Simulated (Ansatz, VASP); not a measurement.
**ZrB3 in VASP and in Ansatz**

File INCAR:

```
ALGO     = Normal         # electronic algorithm
EDIFF    = 1E-7           # SCF threshold, eV
EDIFFG   = -0.01          # ionic threshold
ENCUT    = 500            # plane-wave cutoff, eV
GGA      = PE             # functional
GGA_COMPAT= F            
IBRION   = 2              # ionic algorithm
ISIF     = 3              # what is computed and relaxed
ISMEAR   = 0              # smearing method
LASPH    = T              # aspherical terms in the spheres
LCHARG   = F              # write CHGCAR
LREAL    = F              # projectors in reciprocal space
LWAVE    = F              # write WAVECAR
NELM     = 120            # most SCF steps
NELMIN   = 4            
NSW      = 100            # ionic steps
PREC     = Accurate       # precision mode
SIGMA    = 0.1            # smearing width, eV
```

File KPOINTS:

```
k-points
0
Gamma
  15 15 10
```

File POSCAR:

```
ZrB3
1.0
    4.0147719177      0.0000000000      0.0000000000
   -2.0073859589      3.4768944711      0.0000000000
    0.0000000000      0.0000000000      4.6628140912
Zr B
1 3
Direct
    0.0000000000      0.0000000000      0.0000000000
    0.0000000000      0.0000000000      0.5000000000
    0.3333333333      0.6666666667      0.0000000000
    0.6666666667      0.3333333333      0.0000000000
```

Input for Ansatz:

```yaml
crystal:
  lattice:
    - [4.0147719177, 0.0, 0.0]
    - [-2.0073859589, 3.4768944711, 0.0]
    - [0.0, 0.0, 4.6628140912]
  atoms:
    - { symbol: Zr, position: [0.0, 0.0, 0.0] }
    - { symbol: B, position: [0.0, 0.0, 0.5] }
    - { symbol: B, position: [0.3333333333, 0.6666666667, 0.0] }
    - { symbol: B, position: [0.6666666667, 0.3333333333, 0.0] }
basis:
  ecutwfc: 420
kpoints:
  mp_grid: { grid: [15, 15, 10] }
hamiltonian:
  xc: pbe
scf:
  occupations: { method: gaussian, width: 0.1 }
output:
  forces: true
  stress: true
  eigenvalues: true
relax:
  adjacent_minimum: "off"
  f_tol: 0.01
  max_steps: 80
  cell: { stress_tol: 0.05 }
```

Change from the starting cell: species swapped into the Li3N type (P6/mmm, No. 191).

Alike in both runs: task relaxation of cell and atoms; functional PBE; k mesh 15 × 15 × 10; occupations gaussian, width 0.1 eV; no spin polarisation.

```csv
,VASP,Ansatz
version,VASP 6.6.1,Ansatz 0.2.0
potentials or method,"VASP PAW PBE potentials, release 64 (Zr_sv, B), cutoff 500 eV","scalar-relativistic, plane waves, PAW"
valence electrons in the cell,21,21
```

```tsv
	VASP	Ansatz	Ansatz less VASP
gap on the k mesh at the Fermi level, each at its own relaxed structure (eV)	none	none	-
relaxed volume (Å³/atom)	16.43	16.41	-0.020
relaxed cell length with the largest relative difference (Å)	4.663	4.659	-0.0040
```

A gap of «none» marks a metal or a gap that the smearing closes.
